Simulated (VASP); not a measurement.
Write the native input for VASP 6.6.1 that does the following.

* Task: single point
* Functional: PBE
* Dispersion: D3(BJ)
* Potentials or basis: VASP PAW PBE potentials, release 64 (Sn_d, O, Cu)
* Cutoff: 520 eV
* k mesh: 7 × 7 × 1
* Occupations: gaussian, width 0.05 eV
* Spin: collinear spin
* Starting moments: [0.0, 0.0, 0.0, 0.0, 1.0] μB
* Dipole correction: yes
* Further INCAR settings: ALGO = Normal; EDIFF = 1e-07; NBANDS = 38

The structure of CuSn2O2 lies in POSCAR:

```
CuSn2O2
1.0
    3.8201708766      0.0000000000      0.0000000000
    0.0000000000      3.8201708766      0.0000000000
    0.0000000000      0.0000000000     19.3630360333
Sn O Cu
2 2 1
Direct
    0.5000000000      0.0000000000      0.2065791745
    0.0000000000      0.5000000000      0.3286176828
    0.0000000000      0.0000000000      0.2675984287
    0.5000000000      0.5000000000      0.2675984287
    0.0000000000      0.8750000000      0.4422362288
```

These files were run (other wordings do the same):

INCAR

```
PREC = Accurate
ENCUT = 520
EDIFF = 1E-7
ISMEAR = 0
SIGMA = 0.05
LREAL = False
LASPH = True
NELM = 150
ALGO = Normal
ISIF = 2
LWAVE = False
LCHARG = True
ISPIN = 2
MAGMOM = 0 0 0 0 1
LORBIT = 11
LMAXMIX = 4
LDIPOL = True
IDIPOL = 3
DIPOL = 0.5 0.5 0.303
GGA = PE
IVDW = 12
LELF = True
LVHAR = True
LVACPOTAV = True
NBANDS = 38
```

KPOINTS

```
regular mesh
0
Gamma
  7 7 1
```

Potentials or basis: VASP PAW PBE potentials, release 64 (Sn_d, O, Cu).

Launch:

```bash
$ cat potpaw_PBE.64/Sn_d/POTCAR potpaw_PBE.64/O/POTCAR potpaw_PBE.64/Cu/POTCAR > POTCAR
$ mpirun -np 1 vasp_std > vasp.out
```

Results of the run:

- Largest force: 0.419 eV/Å
- Net moment: 0.00 μB per cell
- Valence electrons inside the program's atomic spheres: Sn 12.10, 12.09; O 5.00; Cu 9.79
- Dispersion energy per atom: -0.162 eV

Run time: 23 min on 1 thread of Intel Xeon 8259CL (shared host), peak memory 0.59 GiB.
